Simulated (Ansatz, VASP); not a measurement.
Given: the input of a run of VASP 6.6.1 on Cu.

INCAR

```
SYSTEM = Cu
PREC = Accurate
ENCUT = 520
EDIFF = 1E-6
ISMEAR = -1
SIGMA = 0.05
LREAL = .False.
LASPH = .True.
NELM = 100
ALGO = Normal
ISIF = 2
LWAVE = .False.
LCHARG = .True.
GGA = PS
LELF = .True.
LVHAR = .True.
NBANDS = 12
```

Contents of KPOINTS:

```
regular mesh
0
Gamma
  13 13 13
  0 0 0
```

Contents of POSCAR:

```
Cu
1.0
    0.0000000000      1.7706018915      1.7706018915
    1.7706018915      0.0000000000      1.7706018915
    1.7706018915      1.7706018915      0.0000000000
Cu
1
Direct
    0.0000000000      0.0000000000      0.0000000000
```

Potentials or basis: VASP PAW PBE potentials, release 64 (Cu).

Run with:

```sh
$ cat potpaw_PBE.64/Cu/POTCAR > POTCAR
$ mpirun -np 1 vasp_std > vasp.out
```

**Question.** Set up the same calculation for Ansatz 0.2.0. Potentials there: all-electron LAPW, scalar-relativistic.

**Answer.** As run (the cutoff follows the program's own potentials):

File input.yaml:

```yaml
crystal:
  lattice:
    - [0.0, 1.7706018915, 1.7706018915]
    - [1.7706018915, 0.0, 1.7706018915]
    - [1.7706018915, 1.7706018915, 0.0]
  atoms:
    - { symbol: Cu, position: [0.0, 0.0, 0.0] }
kpoints:
  mp_grid: { grid: [13, 13, 13] }
scf:
  occupations: { method: fermi_dirac, width: 0.05 }
hamiltonian:
  xc: pbesol
  pseudopotentials: { kind: all_electron, lapw: { basis_error: 0.0005 } }
output:
  forces: true
  stress: true
  eigenvalues: true
```

Potentials or basis: all-electron LAPW, scalar-relativistic.

Launch:

```bash
$ ansatz run input.yaml --threads 1 --pin off --max-ram 3072MiB --backend cpu --events-out ev --progress --plain --runs-dir out
```

Both were run:

|  | VASP | Ansatz | Ansatz less VASP |
| --- | --- | --- | --- |
| gap on the k mesh at the Fermi level (eV) | none | none | - |
| pressure (GPa) | 4.0 | 3.2 | -0.73 |

VASP's potentials were made for PBE, not for PBEsol. A gap of «none» marks a metal or a gap that the smearing closes. Ansatz ran all-electron here, and VASP with PAW potentials.
